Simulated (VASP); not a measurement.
Write the native input for VASP 6.6.1 that does the following.

```
Task                   : single point
Functional             : PBEsol
Potentials or basis    : VASP PAW PBE potentials, release 64 (Sr_sv, Hf_pv, Br)
Cutoff                 : 520 eV
k mesh                 : 4 × 4 × 2
Occupations            : fermi-dirac, width 0.03 eV
Spin                   : no spin polarisation
Dipole correction      : no
Further INCAR settings : ALGO = Normal; EDIFF = 1e-06; NBANDS = 41
```

The structure of SrHfBr6 lies in POSCAR:

```
SrHfBr6
1.0
    4.6615520617      0.0000000000      0.0000000000
    0.0000000000      4.6615520617      0.0000000000
    0.0000000000      0.0000000000      9.4091490667
Sr Hf Br
1 1 6
Direct
    0.0000000000      0.0000000000      0.0000000000
    0.0000000000      0.0000000000      0.5000000000
    0.5000000000      0.5000000000      0.0000000000
    0.5000000000      0.5000000000      0.5000000000
    0.5000000000      0.0000000000      0.2938765872
    0.5000000000      0.0000000000      0.7061234128
    0.0000000000      0.5000000000      0.2938765872
    0.0000000000      0.5000000000      0.7061234128
```

The input as run:

INCAR

```
SYSTEM = SrHfBr6
PREC = Accurate
ENCUT = 520
EDIFF = 1E-6
ISMEAR = -1
SIGMA = 0.03
LREAL = .False.
LASPH = .True.
NELM = 100
ALGO = Normal
ISIF = 2
LWAVE = .False.
LCHARG = .False.
GGA = PS
NBANDS = 41
```

KPOINTS

```
regular mesh
0
Gamma
  4 4 2
  0 0 0
```

Potentials or basis: VASP PAW PBE potentials, release 64 (Sr_sv, Hf_pv, Br).

The run is started by

```bash
$ cat potpaw_PBE.64/Sr_sv/POTCAR potpaw_PBE.64/Hf_pv/POTCAR potpaw_PBE.64/Br/POTCAR > POTCAR
$ mpirun -np 1 vasp_std > vasp.out
```

Results of the run:

```yaml
Pressure: -0.1 GPa
Largest_force: 0.023 eV/Å
Band_gap_on_the_k_mesh: zero (bands 31 and 32 overlap by 0.15 eV)
```

Caveat: the PAW data sets were made with another functional, which shifts forces and pressure a little; spin-orbit coupling is left out, which moves the levels of the heavy elements.

It took 54 s on 1 thread of Intel(R) Xeon(R) 6975P-C (Granite Rapids), on a shared host, peak memory 0.34 GiB.
